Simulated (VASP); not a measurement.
# Bi2Se3 (R-3m) in VASP: electric field gradients with PBE

Aim: the electric field gradients of Bi2Se3 with PBE.

All numbers are computed with VASP 6.6.1; they aren't measurements. Logs are shortened: lines on timing, memory, paths and dates and some standing lists are left out, and cuts for length are marked.

## Step 1: The cell of the first run

Symmetry: R-3m, No. 166, trigonal system. Conventional cell: a = 4.187 Å, b = 4.187 Å, c = 31.302 Å, α = 90.00°, β = 90.00°, γ = 120.00°. Bi (site symmetry 3m) has 6 Se at 2.88 to 3.11 Å within 3.8 Å. Se (site symmetry -3m) has 6 Bi at 3.11 Å and 12 Se at 4.19 to 4.27 Å within 4.3 Å. Within 3.8 Å of Se (site symmetry 3m) lie 3 Bi at 2.88 Å.

## Step 2: Electric field gradients, PBE

INCAR reads:

```
ALGO = Normal
EDIFF = 1E-8
ENCUT = 520
GGA = PE
ISIF = 2
ISMEAR = 0
LASPH = True
LCHARG = False
LEFG = True
LREAL = False
LWAVE = False
NBANDS = 32
NELM = 100
PREC = Accurate
SIGMA = 0.01
```

KPOINTS reads:

```
k-points
0
Gamma
  6 6 6
```

POSCAR reads:

```
Bi2Se3
1.0
    2.0936564881      1.2087731370     10.4340298002
   -2.0936564881      1.2087731370     10.4340298002
    0.0000000000     -2.4175462740     10.4340298002
Bi Se
2 3
Direct
    0.3955941717      0.3955941717      0.3955941717
    0.6044058283      0.6044058283      0.6044058283
    0.0000000000      0.0000000000      0.0000000000
    0.2210304551      0.2210304551      0.2210304551
    0.7789695449      0.7789695449      0.7789695449
```

Potentials or basis: VASP PAW PBE potentials, release 64 (Bi_d, Se).

Started as:

```console
cat potpaw_PBE.64/Bi_d/POTCAR potpaw_PBE.64/Se/POTCAR > POTCAR
mpirun -np 1 vasp_std > vasp.out
```

OUTCAR:

```text
EDIFF = 1E-8
   ENCUT = 520
   GGA = PE
   ISIF = 2
   ISMEAR = 0
   LASPH = True
   LREAL = False
   NELM = 100
   PREC = Accurate

 ion  position               nearest neighbor table
   1  0.396  0.396  0.396-   5 2.88   5 2.88   5 2.88   3 3.11   3 3.11   3 3.11
   2  0.604  0.604  0.604-   4 2.88   4 2.88   4 2.88   3 3.11   3 3.11   3 3.11
   3  0.000  0.000  0.000-   2 3.11   2 3.11   1 3.11   1 3.11   2 3.11   1 3.11
   4  0.221  0.221  0.221-   2 2.88   2 2.88   2 2.88
   5  0.779  0.779  0.779-   1 2.88   1 2.88   1 2.88

  LATTYP: Found a trigonal (rhomboedric) cell.
 ALAT       =    10.7104392001
 COS(alpha) =     0.9235766115

  Lattice vectors:

 A1 = (   2.0936564881,   1.2087731370,  10.4340298002)
 A2 = (  -2.0936564881,   1.2087731370,  10.4340298002)
 A3 = (   0.0000000000,  -2.4175462740,  10.4340298002)

Analysis of symmetry for initial positions (statically):
=====================================================================
 Subroutine PRICEL returns:
 Original cell was already a primitive cell.

 Routine SETGRP: Setting up the symmetry group for a
 trigonal (rhombohedral) supercell.

 Subroutine GETGRP returns: Found 12 space group operations
 (whereof 12 operations were pure point group operations)
 out of a pool of 12 trial point group operations.

The static configuration has the point symmetry D_3d.

Analysis of symmetry for dynamics (positions and initial velocities):
=====================================================================
 Subroutine PRICEL returns:
 Original cell was already a primitive cell.

 Routine SETGRP: Setting up the symmetry group for a
 trigonal (rhombohedral) supercell.

 Subroutine GETGRP returns: Found 12 space group operations
 (whereof 12 operations were pure point group operations)
 out of a pool of 12 trial point group operations.

The dynamic configuration has the point symmetry D_3d.

 Subroutine INISYM returns: Found 12 space group operations
 (whereof 12 operations are pure point group operations),
 and found     1 'primitive' translations

----------------------------------------------------------------------------------------

                                     Primitive cell

  volume of cell :     158.4359

  direct lattice vectors                    reciprocal lattice vectors
     2.093656488  1.208773137 10.434029800     0.238816636  0.137880849  0.031946749
    -2.093656488  1.208773137 10.434029800    -0.238816636  0.137880849  0.031946749
     0.000000000 -2.417546274 10.434029800     0.000000000 -0.275761698  0.031946749

  length of vectors
    10.710439200 10.710439200 10.710439200     0.277606032  0.277606032  0.277606032

  position of ions in fractional coordinates (direct lattice)
     0.395594172  0.395594172  0.395594172
     0.604405828  0.604405828  0.604405828
     0.000000000  0.000000000  0.000000000
     0.221030455  0.221030455  0.221030455
     0.778969545  0.778969545  0.778969545

  ion indices of the primitive-cell ions
   primitive index   ion index
                 1           1
                 2           2
                 3           3
                 4           4
                 5           5

----------------------------------------------------------------------------------------

 KPOINTS: k-points

Automatic generation of k-mesh.
 Grid dimensions read from file:
 generate k-points for:    6    6    6

 Generating k-lattice:

  Cartesian coordinates                     Fractional coordinates (reciprocal lattice)
     0.039802773  0.022980142  0.005324458     0.166666667  0.000000000 -0.000000000
    -0.039802773  0.022980142  0.005324458     0.000000000  0.166666667 -0.000000000
[... 42 lines left out ...]
   total plane-waves  NPLWV = 512000
   dimension x,y,z NGX =    80 NGY =   80 NGZ =   80
   dimension x,y,z NGXF=   160 NGYF=  160 NGZF=  160
   ions per type =               2   3
   NGX,Y,Z   is equivalent  to a cutoff of  12.42, 12.42, 12.42 a.u.
   NGXF,Y,Z  is equivalent  to a cutoff of  24.83, 24.83, 24.83 a.u.
 SYSTEM =  unknown system
   PREC   = accura    normal or accurate (medium, high low for compatibility)
   ISTART =      0    job   : 0-new  1-cont  2-samecut
   ICHARG =      2    charge: 1-file 2-atom 10-const
   ISPIN  =      1    spin polarized calculation?
   LNONCOLLINEAR =      F non collinear calculations
   LSORBIT =      F    spin-orbit coupling
   LASPH  =      T    aspherical Exc in radial PAW
   ENCUT  =  520.0 eV  38.22 Ry    6.18 a.u.  19.91 19.91 19.91*2*pi/ulx,y,z
   NELM   =    100;   NELMIN=  2; NELMDL= -5     # of ELM steps
   EDIFF  = 0.1E-07   stopping-criterion for ELM
   LREAL  =      F    real-space projection
   EDIFFG = 0.1E-06   stopping-criterion for IOM
   NSW    =      0    number of steps for IOM
   IBRION =     -1    ionic relax: 0-MD 1-quasi-New 2-CG
   NFREE  =      0    steps in history (QN), initial steepest desc. (CG)
   ISIF   =      2    stress and relaxation
   ISYM   =      2    0-nonsym 1-usesym 2-fastsym
   POTIM  = 0.5000    time-step for ionic-motion
   TEBEG  =    0.0;   TEEND  =   0.0 temperature during run
   PSTRESS=    0.0 pullay stress
   NELECT =      48.0000    total number of electrons
   NUPDOWN=      -1.0000    fix difference up-down
   EMIN   =  10.00;   EMAX   =-10.00  energy-range for DOS
   EFERMI =   0.00;   METHOD = LEGACY
   ISMEAR =     0;   SIGMA  =   0.01  broadening in eV -4-tet -1-fermi 0-gaus
   EFERMI_NEDOS =   21; number of points for ismear=-14 and -15
   IALGO  =     38    algorithm
   IMIX   =      4    mixing-type and parameters
     AMIX     =   0.40;   BMIX     =  1.00
     AMIX_MAG =   1.60;   BMIX_MAG =  1.00
  volume/ion in A,a.u.               =      31.69       213.84
  Fermi-wavevector in a.u.,A,eV,Ry     =   1.099522  2.077796 16.448755  1.208949
  Thomas-Fermi vector in A             =   2.235918
   LORBIT       =      0    0 simple, 1 ext, 2 COOP (PROOUT), +10 PAW based schemes
   GGA     = PE    functional components
   LHFCALC =     F    Hartree Fock is set to
   AEXX    =    0.0000 exact exchange contribution
   IVDW    =     0    specifies the selected vdW correction
   LEPSILON=     F    determine dielectric tensor
   LRPA    =     F    only Hartree local field effects (RPA)
 non-spin polarized calculation
 Gauss-broadening in eV      SIGMA  =   0.01
  energy-cutoff  :      520.00
  volume of cell :      158.44
 maximum number of plane-waves:      4296
   NGX = 39   NGY = 39   NGZ = 39

 number of electron      47.9999997 magnetization

 Free energy of the ion-electron system (eV)
  ---------------------------------------------------
  ext. energy  EPLUGINS =         0.00000000
  ---------------------------------------------------
  free energy    TOTEN  =       -20.23575959 eV

  energy without entropy =      -20.23575959  energy(sigma->0) =      -20.23575959

 E-fermi :   3.4926     XC(G=0):  -8.8822

 val. band max:        3.3850289973   @ k =   0.5000   0.5000   0.3333
 cond. band min:       4.0766919975   @ k =   0.0000   0.0000   0.0000
 fundamental gap:      0.6916630002
 Fermi energy:         3.4925535623

 k-point     1 :       0.0000    0.0000    0.0000
  band No.  band energies     occupation
      1     -19.2865      2.00000
      2     -19.2865      2.00000
      3     -19.2852      2.00000
      4     -19.2852      2.00000
      5     -19.2822      2.00000
      6     -19.2801      2.00000
[... 829 lines left out ...]
     31       8.7023      0.00000
     32      10.2938      0.00000

 [... further k-points ...]
[... 5 lines left out ...]
  --------------------------------------------------------------------------------------
  -------------------------------------------------------------------------------------
  Total        0.0099131      0.0099131      0.0152778      0.0000000      0.0000000      0.0000000
  in kB        0.1002463      0.1002463      0.1544965      0.0000000      0.0000000      0.0000000
  external PRESSURE =       0.1183297 kB  Pullay stress =       0.0000000 kB

 VOLUME and BASIS-vectors are now :
 -----------------------------------------------------------------------------
  energy-cutoff  :      520.00
  volume of cell :      158.44
      direct lattice vectors                 reciprocal lattice vectors
     2.093656488  1.208773137 10.434029800     0.238816636  0.137880849  0.031946749
    -2.093656488  1.208773137 10.434029800    -0.238816636  0.137880849  0.031946749
     0.000000000 -2.417546274 10.434029800     0.000000000 -0.275761698  0.031946749

 POSITION                                       TOTAL-FORCE (eV/Angst)
 -----------------------------------------------------------------------------------
      0.00000      0.00000     12.38292        -0.000000      0.000000     -0.008294
      0.00000      0.00000     18.91917        -0.000000     -0.000000      0.008294
      0.00000      0.00000      0.00000         0.000000      0.000000      0.000000
      0.00000      0.00000      6.91872        -0.000000      0.000000     -0.010519
      0.00000      0.00000     24.38337        -0.000000     -0.000000      0.010519
 -----------------------------------------------------------------------------------
    total drift:                                0.000000      0.000000     -0.000000

  FREE ENERGIE OF THE ION-ELECTRON SYSTEM (eV)
  ---------------------------------------------------
  free  energy   TOTEN  =       -20.2357595911 eV

  energy  without entropy=      -20.2357595911  energy(sigma->0) =      -20.23575959

 Electric field gradients (V/A^2)
---------------------------------------------------------------------
 ion       V_xx      V_yy      V_zz      V_xy      V_xz      V_yz
---------------------------------------------------------------------
   1      -3.465    -3.465     6.930    -0.000     0.000    -0.000
   2      -3.465    -3.465     6.930    -0.000     0.000    -0.000
   3     -36.935   -36.935    73.869     0.000     0.000    -0.000
   4      15.055    15.055   -30.111     0.000     0.000    -0.000
   5      15.055    15.055   -30.111     0.000    -0.000    -0.000
---------------------------------------------------------------------

 Electric field gradients after diagonalization (V/A^2)
 (convention: |V_zz| > |V_xx| > |V_yy|)
----------------------------------------------------------------------
 ion       V_xx      V_yy      V_zz     asymmetry (V_yy - V_xx)/ V_zz
----------------------------------------------------------------------
   1      -3.465    -3.465     6.930       0.000
   2      -3.465    -3.465     6.930       0.000
   3     -36.935   -36.935    73.869       0.000
   4      15.055    15.055   -30.111       0.000
   5      15.055    15.055   -30.111       0.000
----------------------------------------------------------------------

           NMR quadrupolar parameters

 Cq : quadrupolar parameter    Cq=e*Q*V_zz/h
 eta: asymmetry parameters     (V_yy - V_xx)/ V_zz
 Q  : nuclear electric quadrupole moment in mb (millibarn)
----------------------------------------------------------------------
 ion       Cq(MHz)       eta       Q (mb)
----------------------------------------------------------------------
   1       0.017       0.000       1.000
   2       0.017       0.000       1.000
   3       0.179       0.000       1.000
   4      -0.073       0.000       1.000
   5      -0.073       0.000       1.000
----------------------------------------------------------------------
```

It took 7.8 min on 1 thread of Intel Xeon 6975P-C (Granite Rapids), shared host; peak memory 0.94 GiB.

Results:

```
Free energy                             : -20.2358 eV
Pressure                                : 0.0 GPa
Largest force                           : 0.011 eV/Å
Band gap on the k mesh                  : 0.69 eV (least direct gap 0.71 eV)
Largest electric field gradient by atom : Bi +6.9; Se +73.9, -30.1 (each value once) V/Å²
```

Forces in eV/Å, atoms in the order of the input:
```
Bi   0.000  0.000 -0.008
Bi   0.000  0.000  0.008
Se   0.000  0.000  0.000
Se   0.000  0.000 -0.011
Se   0.000  0.000  0.011
```

Electric field gradients, principal values (V/Å²):
```tsv
atom	least	middle	greatest (by size)
1 Bi	-3.465	-3.465	6.930
2 Bi	-3.465	-3.465	6.930
3 Se	-36.935	-36.935	73.869
4 Se	15.055	15.055	-30.111
5 Se	15.055	15.055	-30.111
```

Caveat: without QUAD_EFG the Cq values of the log hold for a quadrupole moment of 1 mb, not for the nuclei; spin-orbit coupling is left out, which moves the levels of the heavy elements.
